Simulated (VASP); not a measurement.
# HoAuF4 (P-6m2) in VASP: further runs, part 2 of 2

VASP 6.6.1. The steps go on from the part before.

### 3 Relaxation of cell and atoms, PBE

This run uses another cell than the first one, of 15.97 Å³/atom.

File INCAR:

```
SYSTEM = HoAuF4
ALGO     = Normal         ! electronic algorithm
EDIFF    = 1E-7           ! SCF threshold, eV
EDIFFG   = -0.08          ! ionic threshold
ENCUT    = 600            ! plane-wave cutoff, eV
GGA      = PE             ! functional
GGA_COMPAT= .FALSE.      
IBRION   = 2              ! ionic algorithm
ISIF     = 3              ! what is computed and relaxed
ISMEAR   = 0              ! smearing method
LASPH    = .TRUE.         ! aspherical terms in the spheres
LCHARG   = .FALSE.        ! write CHGCAR
LMAXMIX  = 6              ! l up to which the mixer works
LREAL    = .FALSE.        ! projectors in reciprocal space
LWAVE    = .FALSE.        ! write WAVECAR
NELM     = 200            ! most SCF steps
NELMIN   = 4            
NSW      = 36             ! ionic steps
PREC     = Accurate       ! precision mode
SIGMA    = 0.15           ! smearing width, eV
```

File KPOINTS:

```
k-points
0
G
  3 3 3
  0 0 0
```

File POSCAR:

```
HoAuF4
1.0
    5.2442876700      0.0000000000      0.0000000000
   -2.6221438400      4.5416863500      0.0000000000
    0.0000000000      0.0000000000      4.0235663100
Ho Au F
1 1 4
Direct
    0.0000000000      0.0000000000      0.0000000000
    0.6666666700      0.3333333300      0.0000000000
    0.3333333300      0.6666666700      0.0000000000
    0.6598706600      0.8299353300      0.5000000000
    0.1700646700      0.8299353300      0.5000000000
    0.1700646700      0.3401293400      0.5000000000
```

Potentials or basis: VASP PAW PBE potentials, release 64 (Ho_3, Au, F), 4f in core.

On the command line:

```bash
$ cat potpaw_PBE.64/Ho_3/POTCAR potpaw_PBE.64/Au/POTCAR potpaw_PBE.64/F/POTCAR > POTCAR
$ mpirun -np 1 vasp_std > vasp.out
```

OUTCAR:

```text
SYSTEM = HoAuF4
   EDIFF = 1E-7
   EDIFFG = -0.08
   ENCUT = 600
   GGA = PE
   IBRION = 2
   ISIF = 3
   ISMEAR = 0
   LASPH = .TRUE.
   LREAL = .FALSE.
   NELM = 200
   NELMIN = 4
   NSW = 36
   PREC = Accurate

 ion  position               nearest neighbor table
   1  0.000  0.000  0.000-   4 2.54   4 2.54   5 2.54   5 2.54   6 2.54   6 2.54   2 3.03   2 3.03
                             2 3.03
   2  0.667  0.333  0.000-   1 3.03   1 3.03   1 3.03
   3  0.333  0.667  0.000-
   4  0.660  0.830  0.500-   1 2.54   1 2.54
   5  0.170  0.830  0.500-   1 2.54   1 2.54
   6  0.170  0.340  0.500-   1 2.54   1 2.54

  LATTYP: Found a hexagonal cell.
 ALAT       =     5.2442876700
 C/A-ratio  =     0.7672283756

  Lattice vectors:

 A1 = (   5.2442876700,   0.0000000000,   0.0000000000)
 A2 = (  -2.6221438400,   4.5416863500,   0.0000000000)
 A3 = (   0.0000000000,   0.0000000000,   4.0235663100)

Analysis of symmetry for initial positions (statically):
=====================================================================
 Subroutine PRICEL returns:
 Original cell was already a primitive cell.

 Routine SETGRP: Setting up the symmetry group for a
[... 150 lines left out ...]

 number of electron      48.0000009 magnetization

 Free energy of the ion-electron system (eV)
  ---------------------------------------------------
  ext. energy  EPLUGINS =         0.00000000
  ---------------------------------------------------
  free energy    TOTEN  =       -25.13616887 eV

  energy without entropy =      -25.07943819  energy(sigma->0) =      -25.10780353

------------------------ aborting loop because EDIFF is reached ----------------------------------------

  FORCE on cell =-STRESS in cart. coord.  units (eV):
  Direction    XX          YY          ZZ          XY          YZ          ZX
  --------------------------------------------------------------------------------------
  -------------------------------------------------------------------------------------
  Total       -3.0940599     -3.0940599    -12.5210513      0.0000000      0.0000000      0.0000000
  in kB      -51.7278571    -51.7278571   -209.3324557      0.0000001      0.0000000      0.0000000
  external PRESSURE =    -104.2627233 kB  Pullay stress =       0.0000000 kB
[... 490 lines left out ...]
     27       6.2045      0.00000
     28       6.5303      0.00000

[... ionic steps 4 to 11 ...]

--------------------------------------- Ionic step       12  -------------------------------------------

 number of electron      48.0000003 magnetization

------------------------ aborting loop because EDIFF is reached ----------------------------------------
[... 75 lines left out ...]
--------------------------------------- Ionic step       14  -------------------------------------------

 number of electron      48.0000010 magnetization

 Free energy of the ion-electron system (eV)
  ---------------------------------------------------
  ext. energy  EPLUGINS =         0.00000000
  ---------------------------------------------------
  free energy    TOTEN  =       -27.15036872 eV

  energy without entropy =      -27.07412135  energy(sigma->0) =      -27.11224504

 E-fermi :  -0.5955     XC(G=0):  -9.2907

 val. band max:       -0.6025360634   @ k =   0.0000   0.0000   0.0000
 cond. band min:      -0.4570573013   @ k =   0.3333   0.3333   0.0000
 fundamental gap:      0.1454787621
 Fermi energy:        -0.5954868888
[... 217 lines left out ...]
  FREE ENERGIE OF THE ION-ELECTRON SYSTEM (eV)
  ---------------------------------------------------
  free  energy   TOTEN  =       -27.1503687172 eV

  energy  without entropy=      -27.0741213532  energy(sigma->0) =      -27.11224504

 reached required accuracy - stopping structural energy minimisation
```

Run time: 4.2 min. Hardware: 1 thread of Intel Xeon Platinum 8559C (Emerald Rapids), shared host; peak memory 0.25 GiB.

Results:

- Free energy: -27.1504 eV
- Relaxed volume: 17.20 Å³/atom
- Relaxed cell: a = 6.053 Å, b = 6.053 Å, c = 3.253 Å, α = 90.00°, β = 90.00°, γ = 120.00°
- Space group after relaxing (to 0.1 Å): P-6m2 (No. 187)
- Energy gained by relaxing: 335.7 meV/atom
- Ionic steps: 14
- Pressure after relaxing: 0.4 GPa
- Largest force after relaxing: 0.018 eV/Å
- Band gap on the k mesh: 0.01 eV

Forces on the atoms (eV/Å):
```
Ho   0.000  0.000  0.000
Au   0.000  0.000  0.000
F    0.000  0.000  0.000
F   -0.015 -0.009  0.000
F    0.015 -0.009  0.000
F    0.000  0.018  0.000
```

The path:
```tsv
step	energy change (eV)	largest force (eV/Å)	pressure (GPa)	volume (Å³)
1	0.0000	2.1094	-10.43	95.83
2	-1.3768	0.7818	2.00	81.95
3	-1.3986	0.4946	4.68	80.40
4	-1.6160	0.1193	3.71	83.52
5	-1.8234	0.6030	3.96	89.66
6	-1.8428	0.9619	4.78	92.58
7	-1.9720	0.1166	-1.07	100.59
8	-1.9725	0.0578	-0.76	100.10
9	-1.9899	0.1305	-0.51	100.66
10	-2.0023	0.2414	-0.11	101.53
11	-2.0025	0.2560	-0.05	101.64
12	-2.0088	0.0445	0.74	101.78
13	-2.0089	0.0108	0.86	101.80
14	-2.0142	0.0177	0.40	103.21
```

Final structure:
```yaml
crystal:
  lattice:
    - [6.05319, 0.00000, 0.00000]
    - [-3.02659, 5.24221, 0.00000]
    - [0.00000, 0.00000, 3.25264]
  atoms:
    - { symbol: Ho, position: [0.00000, 0.00000, 0.00000] }
    - { symbol: Au, position: [0.66667, 0.33333, 0.00000] }
    - { symbol: F, position: [0.33333, 0.66667, 0.00000] }
    - { symbol: F, position: [0.71976, 0.85988, 0.50000] }
    - { symbol: F, position: [0.14012, 0.85988, 0.50000] }
    - { symbol: F, position: [0.14012, 0.28024, 0.50000] }
```

Caveat: the k points lie up to 0.64 Å⁻¹ apart in the final cell; the smearing spreads over this small gap; a cell axis changed by over 15 % at a fixed basis, so the end point is rough; spin-orbit coupling is left out, which moves the levels of the heavy elements; the 4f electrons are frozen in the core, so they carry no moment and show no levels. Spin polarisation is off, so any magnetic state and its effect on volume and gap are missing.

The gap in the log of VASP goes by the Fermi energy; the results here count the filled bands.